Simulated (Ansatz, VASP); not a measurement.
## Two plane-wave programs on Pb

INCAR

```
  ALGO = Normal
  EDIFF = 1E-7
  ENCUT = 520
  GGA = RP
  ISIF = 2
  ISMEAR = -1
  LASPH = True
  LCHARG = False
  LREAL = False
  LWAVE = False
  NBANDS = 28
  NELM = 80
  PREC = Accurate
  SIGMA = 0.1
```

Contents of KPOINTS:

```
k-points
0
Gamma
  8 8 12
```

POSCAR

```
Pb
1.0
    5.9981894219      0.0000000000      0.0000000000
   -2.9990947110      5.1945844161      0.0000000000
    0.0000000000      0.0000000000      3.6188530469
Pb
3
Direct
    1.0000000000      0.0000000000      0.0000000000
    0.3333333333      0.6666666667      0.5000000000
    0.6666666667      0.3333333333      0.5000000000
```

Input for Ansatz:

```yaml
crystal:
  lattice:
    - [5.9981894219, 0.0, 0.0]
    - [-2.999094711, 5.1945844161, 0.0]
    - [0.0, 0.0, 3.6188530469]
  atoms:
    - { symbol: Pb, position: [1.0, 0.0, 0.0] }
    - { symbol: Pb, position: [0.3333333333, 0.6666666667, 0.5] }
    - { symbol: Pb, position: [0.6666666667, 0.3333333333, 0.5] }
hamiltonian:
  xc: rpbe
  pseudopotentials:
    kind: paw
    azcp:
      Pb: "pseudopotentials/Pb.paw.azcp"
basis:
  ecutwfc: 420
  fft_grid_basis: typed
kpoints:
  mp_grid: { grid: [8, 8, 12], shift: [0, 0, 0] }
magnetization:
  spin_polarized: false
scf:
  occupations: { method: fermi_dirac, width: 0.1 }
output:
  stress: true
```

Alike in both runs: task single point; functional RPBE; k mesh 8 × 8 × 12; occupations fermi-dirac, width 0.1 eV; no spin polarisation.

|  | VASP | Ansatz |
| --- | --- | --- |
| version | VASP 6.6.1 | Ansatz 0.2.0 |
| potentials or method | VASP PAW PBE potentials, release 64 (Pb_d), cutoff 520 eV | plane waves (420 eV) with PAW, scalar-relativistic |
| valence electrons in the cell | 42 | 42 |

|  | VASP | Ansatz | Ansatz less VASP |
| --- | --- | --- | --- |
| pressure (GPa) | -3.1 | -3.0 | +0.05 |
| traceless stress, the component that is largest in VASP (GPa) | 0.26 | 0.25 | -0.004 |

VASP's potentials were made for PBE, not for RPBE.

Neither program's run includes spin-orbit coupling.
